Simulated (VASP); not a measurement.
# C (Cmme) in VASP: single point with PBEsol

Aim: the single point of C with PBEsol.

Program: VASP 6.6.1. These are calculated values, not measurements. Logs are shortened: lines on timing, memory, paths and dates and some standing lists are left out, and cuts for length are marked.

## 1. The cell of the first run

The typed cell holds 4 atoms: a = 2.459 Å, b = 7.727 Å, c = 2.459 Å, α = 99.16°, β = 120.01°, γ = 99.15°.

## 2. Single point, PBEsol

Input file INCAR:

```
PREC = Accurate
ENCUT = 520
EDIFF = 1E-7
ISMEAR = 0
SIGMA = 0.1
LREAL = F
LASPH = T
NELM = 100
ALGO = Normal
ISIF = 2
LWAVE = F
LCHARG = F
GGA = PS
ISYM = 0
NBANDS = 16
```

Input file KPOINTS:

```
regular mesh
0
Gamma
  14 5 17
```

Input file POSCAR:

```
C
1.0
    2.4587444254      0.0000000000      0.0000000000
   -1.2289376231      7.6288960467      0.0000000000
   -1.2298068023     -0.5944682481      2.0449312873
C
4
Direct
    0.5833903114      0.7500378555      0.6667140834
    0.0833146005      0.2499621445      0.6666383725
    0.4166096886      0.2499621445      0.3332859166
    0.9166853995      0.7500378555      0.3333616275
```

Potentials or basis: VASP PAW PBE potentials, release 64 (C).

Started as:

```console
$ cat potpaw_PBE.64/C/POTCAR > POTCAR
$ mpirun -np 1 vasp_std > vasp.out
```

OUTCAR:

```text
PREC = Accurate
   ENCUT = 520
   EDIFF = 1E-7
   ISMEAR = 0
   LREAL = F
   LASPH = T
   NELM = 100
   ISIF = 2
   GGA = PS
   ISYM = 0

 ion  position               nearest neighbor table
   1  0.583  0.750  0.667-   4 1.42   4 1.42   4 1.42
   2  0.083  0.250  0.667-   3 1.42   3 1.42   3 1.42
   3  0.417  0.250  0.333-   2 1.42   2 1.42   2 1.42
   4  0.917  0.750  0.333-   1 1.42   1 1.42   1 1.42

IMPORTANT INFORMATION: All symmetrisations will be switched off!
NOSYMM: (Re-)initialisation of all symmetry stuff for point group C_1.

----------------------------------------------------------------------------------------

                                     Primitive cell

  volume of cell :      38.3578

  direct lattice vectors                    reciprocal lattice vectors
     2.458744425  0.000000000  0.000000000     0.406711649  0.065517113  0.263639468
    -1.228937623  7.628896047  0.000000000     0.000000000  0.131080564  0.038105551
    -1.229806802 -0.594468248  2.044931287     0.000000000  0.000000000  0.489013986

  length of vectors
     2.458744425  7.727246765  2.459178977     0.489093679  0.136506950  0.489013986

  position of ions in fractional coordinates (direct lattice)
     0.583390311  0.750037855  0.666714083
     0.083314601  0.249962145  0.666638373
     0.416609689  0.249962145  0.333285917
     0.916685399  0.750037855  0.333361627

  ion indices of the primitive-cell ions
   primitive index   ion index
                 1           1
                 2           2
                 3           3
                 4           4

----------------------------------------------------------------------------------------

 KPOINTS: regular mesh

Automatic generation of k-mesh.
 Grid dimensions read from file:
 generate k-points for:   14    5   17

 Generating k-lattice:

  Cartesian coordinates                     Fractional coordinates (reciprocal lattice)
     0.029050832  0.004679794  0.018831391     0.071428571  0.000000000 -0.000000000
     0.000000000  0.026216113  0.007621110     0.000000000  0.200000000  0.000000000
     0.000000000  0.000000000  0.028765529     0.000000000  0.000000000  0.058823529

  Length of vectors
     0.034935263  0.027301390  0.028765529

  Shift w.r.t. Gamma in fractional coordinates (k-lattice)
     0.000000000  0.000000000  0.000000000

 -----------------------------------------------------------------------------
|                                                                             |
|           W    W    AA    RRRRR   N    N  II  N    N   GGGG   !!!           |
|           W    W   A  A   R    R  NN   N  II  NN   N  G    G  !!!           |
|           W    W  A    A  R    R  N N  N  II  N N  N  G       !!!           |
|           W WW W  AAAAAA  RRRRR   N  N N  II  N  N N  G  GGG   !            |
|           WW  WW  A    A  R   R   N   NN  II  N   NN  G    G                |
|           W    W  A    A  R    R  N    N  II  N    N   GGGG   !!!           |
|                                                                             |
|     Your reciprocal lattice and k-lattice belong to different lattice       |
|     classes:                                                                |
|                                                                             |
|        The reciprocal lattice is base centered orthorhombic,                |
|        whereas your k-lattice is triclinic.                                 |
|                                                                             |
|     Results are often still useful ...                                      |
|                                                                             |
 -----------------------------------------------------------------------------

 WARNING: IBZKPT: internal override: KBLOWUP is changed to .FALSE.
      ... skipping the blow-up phase ...

 Subroutine IBZKPT returns following result:
 ===========================================

 Found    596 irreducible k-points:

 Following reciprocal coordinates:
            Coordinates               Weight
  0.000000  0.000000  0.000000      1.000000
  0.071429  0.000000  0.000000      2.000000
  0.142857 -0.000000  0.000000      2.000000
  0.214286  0.000000 -0.000000      2.000000
  0.285714 -0.000000  0.000000      2.000000
  0.357143  0.000000 -0.000000      2.000000
[... 16 lines left out ...]
  0.000000  0.400000 -0.000000      2.000000
  0.071429  0.400000 -0.000000      2.000000
 [... further k-points ...]
   k-points           NKPTS =    596   k-points in BZ     NKDIM =    596   number of bands    NBANDS=     16
   number of dos      NEDOS =    301   number of ions     NIONS =      4
   total plane-waves  NPLWV =  19440
   dimension x,y,z NGX =    18 NGY =   60 NGZ =   18
   dimension x,y,z NGXF=    36 NGYF=  120 NGZF=   36
   ions per type =               4
   NGX,Y,Z   is equivalent  to a cutoff of  12.17, 12.91, 12.17 a.u.
   NGXF,Y,Z  is equivalent  to a cutoff of  24.34, 25.82, 24.34 a.u.
 SYSTEM =  unknown system
   PREC   = accura    normal or accurate (medium, high low for compatibility)
   ISTART =      0    job   : 0-new  1-cont  2-samecut
   ICHARG =      2    charge: 1-file 2-atom 10-const
   ISPIN  =      1    spin polarized calculation?
   LNONCOLLINEAR =      F non collinear calculations
   LSORBIT =      F    spin-orbit coupling
   LASPH  =      T    aspherical Exc in radial PAW
   ENCUT  =  520.0 eV  38.22 Ry    6.18 a.u.   4.57 14.37  4.57*2*pi/ulx,y,z
   NELM   =    100;   NELMIN=  2; NELMDL= -5     # of ELM steps
   EDIFF  = 0.1E-06   stopping-criterion for ELM
   LREAL  =      F    real-space projection
   EDIFFG = 0.1E-05   stopping-criterion for IOM
   NSW    =      0    number of steps for IOM
   IBRION =     -1    ionic relax: 0-MD 1-quasi-New 2-CG
   NFREE  =      0    steps in history (QN), initial steepest desc. (CG)
   ISIF   =      2    stress and relaxation
   ISYM   =      0    0-nonsym 1-usesym 2-fastsym
   POTIM  = 0.5000    time-step for ionic-motion
   TEBEG  =    0.0;   TEEND  =   0.0 temperature during run
   PSTRESS=    0.0 pullay stress
   NELECT =      16.0000    total number of electrons
   NUPDOWN=      -1.0000    fix difference up-down
   EMIN   =  10.00;   EMAX   =-10.00  energy-range for DOS
   EFERMI =   0.00;   METHOD = LEGACY
   ISMEAR =     0;   SIGMA  =   0.10  broadening in eV -4-tet -1-fermi 0-gaus
   EFERMI_NEDOS =   21; number of points for ismear=-14 and -15
   IALGO  =     38    algorithm
   IMIX   =      4    mixing-type and parameters
     AMIX     =   0.40;   BMIX     =  1.00
     AMIX_MAG =   1.60;   BMIX_MAG =  1.00
  volume/ion in A,a.u.               =       9.59        64.71
  Fermi-wavevector in a.u.,A,eV,Ry     =   1.223198  2.311510 20.357230  1.496214
  Thomas-Fermi vector in A             =   2.358318
   LORBIT       =      0    0 simple, 1 ext, 2 COOP (PROOUT), +10 PAW based schemes
   GGA     = PS    functional components
   LHFCALC =     F    Hartree Fock is set to
   AEXX    =    0.0000 exact exchange contribution
   IVDW    =     0    specifies the selected vdW correction
   LEPSILON=     F    determine dielectric tensor
   LRPA    =     F    only Hartree local field effects (RPA)
 non-spin polarized calculation
 Gauss-broadening in eV      SIGMA  =   0.10
  energy-cutoff  :      520.00
  volume of cell :       38.36
 maximum number of plane-waves:      1052
   NGX =  9   NGY = 29   NGZ =  9

 number of electron      16.0000002 magnetization

 Free energy of the ion-electron system (eV)
  ---------------------------------------------------
  ext. energy  EPLUGINS =         0.00000000
  ---------------------------------------------------
  free energy    TOTEN  =       -38.57953188 eV

  energy without entropy =      -38.57953176  energy(sigma->0) =      -38.57953182

 E-fermi :   4.0751     XC(G=0):  -9.9383

 val. band max:        3.8017689481   @ k =   0.3571   0.4000   0.2941
 cond. band min:       4.3666218679   @ k =   0.3571   0.2000   0.3529
 fundamental gap:      0.5648529198
 Fermi energy:         4.0751129095

 k-point     1 :       0.0000    0.0000    0.0000
  band No.  band energies     occupation
      1     -15.7022      2.00000
      2     -15.5515      2.00000
      3      -4.3884      2.00000
      4      -3.1314      2.00000
      5       0.9155      2.00000
      6       0.9223      2.00000
[... 8 lines left out ...]
     15      15.4448      0.00000
     16      15.5123      0.00000

 k-point     2 :       0.0714    0.0000    0.0000
  band No.  band energies     occupation
      1     -15.5785      2.00000
      2     -15.4328      2.00000
      3      -4.2267      2.00000
      4      -3.0081      2.00000
      5       0.4342      2.00000
      6       0.4434      2.00000
[... 8 lines left out ...]
     15      15.0386      0.00000
     16      15.0722      0.00000

 k-point     3 :       0.1429   -0.0000    0.0000
  band No.  band energies     occupation
      1     -15.2086      2.00000
      2     -15.0773      2.00000
      3      -3.7451      2.00000
      4      -2.6384      2.00000
      5      -0.8439      2.00000
      6      -0.8247      2.00000
[... 8 lines left out ...]
     15      14.1891      0.00000
     16      14.2294      0.00000

 k-point     4 :       0.2143    0.0000   -0.0000
  band No.  band energies     occupation
      1     -14.5962      2.00000
      2     -14.4869      2.00000
      3      -2.9561      2.00000
      4      -2.5627      2.00000
      5      -2.5344      2.00000
      6      -2.0243      2.00000
[... 8 lines left out ...]
     15      16.2279      0.00000
     16      16.2618      0.00000
[... 324 lines left out ...]
 k-point    22 :      -0.0714    0.2000    0.0000
  band No.  band energies     occupation
      1     -15.5745      2.00000
      2     -15.4371      2.00000
      3      -4.1966      2.00000
      4      -3.0488      2.00000
      5       0.4344      2.00000
      6       0.4432      2.00000
[... 8 lines left out ...]
     15      15.0397      0.00000
     16      15.0716      0.00000

 k-point    23 :       0.0000    0.4000   -0.0000
  band No.  band energies     occupation
      1     -15.6514      2.00000
      2     -15.6047      2.00000
      3      -3.9972      2.00000
      4      -3.6131      2.00000
      5       0.9204      2.00000
      6       0.9239      2.00000
[... 8 lines left out ...]
     15      15.4686      0.00000
     16      15.4897      0.00000

 k-point    24 :       0.0714    0.4000   -0.0000
  band No.  band energies     occupation
      1     -15.5136      2.00000
      2     -15.5002      2.00000
      3      -3.7193      2.00000
      4      -3.6085      2.00000
      5       0.4384      2.00000
      6       0.4392      2.00000
[... 8 lines left out ...]
     15      15.0558      0.00000
     16      15.0589      0.00000

 [... further k-points ...]
[... 5 lines left out ...]
  --------------------------------------------------------------------------------------
  -------------------------------------------------------------------------------------
  Total        0.2581516      0.0218101      0.1699756     -0.0074650     -0.0470090      0.0257429
  in kB       10.7828021      0.9109923      7.0997535     -0.3118065     -1.9635298      1.0752624
  external PRESSURE =       6.2645160 kB  Pullay stress =       0.0000000 kB

 VOLUME and BASIS-vectors are now :
 -----------------------------------------------------------------------------
  energy-cutoff  :      520.00
  volume of cell :       38.36
      direct lattice vectors                 reciprocal lattice vectors
     2.458744425  0.000000000  0.000000000     0.406711649  0.065517113  0.263639468
    -1.228937623  7.628896047  0.000000000     0.000000000  0.131080564  0.038105551
    -1.229806802 -0.594468248  2.044931287     0.000000000  0.000000000  0.489013986

 POSITION                                       TOTAL-FORCE (eV/Angst)
 -----------------------------------------------------------------------------------
     -0.30727      5.32562      1.36338         0.013352     -0.005197      0.017740
     -0.92217      1.51064      1.36323         0.013351     -0.005115      0.017767
      0.30727      1.70881      0.68155        -0.013351      0.005198     -0.017742
      0.92217      5.52379      0.68170        -0.013352      0.005115     -0.017765
 -----------------------------------------------------------------------------------
    total drift:                               -0.000000     -0.000000     -0.000000

  FREE ENERGIE OF THE ION-ELECTRON SYSTEM (eV)
  ---------------------------------------------------
  free  energy   TOTEN  =       -38.5795318817 eV

  energy  without entropy=      -38.5795317594  energy(sigma->0) =      -38.57953182
```

Run time: 3.4 min. Hardware: 1 thread of Intel Xeon Platinum 8488C (Sapphire Rapids), shared host; peak memory 0.35 GiB.

What came out:

| Property | Result |
| --- | --- |
| Free energy | -38.5795 eV |
| Pressure | 0.6 GPa |
| Largest force | 0.023 eV/Å |

Forces on the atoms (eV/Å):
```
C    0.013 -0.005  0.018
C    0.013 -0.005  0.018
C   -0.013  0.005 -0.018
C   -0.013  0.005 -0.018
```

Stress tensor (GPa, compression positive):
```
 1.08 -0.03  0.11
-0.03  0.09 -0.20
 0.11 -0.20  0.71
```

Caveat: this functional lacks dispersion, which binds the layers, so the pressure and a relaxed spacing across them are unreliable; the PAW data sets were made with another functional, which shifts forces and pressure a little.
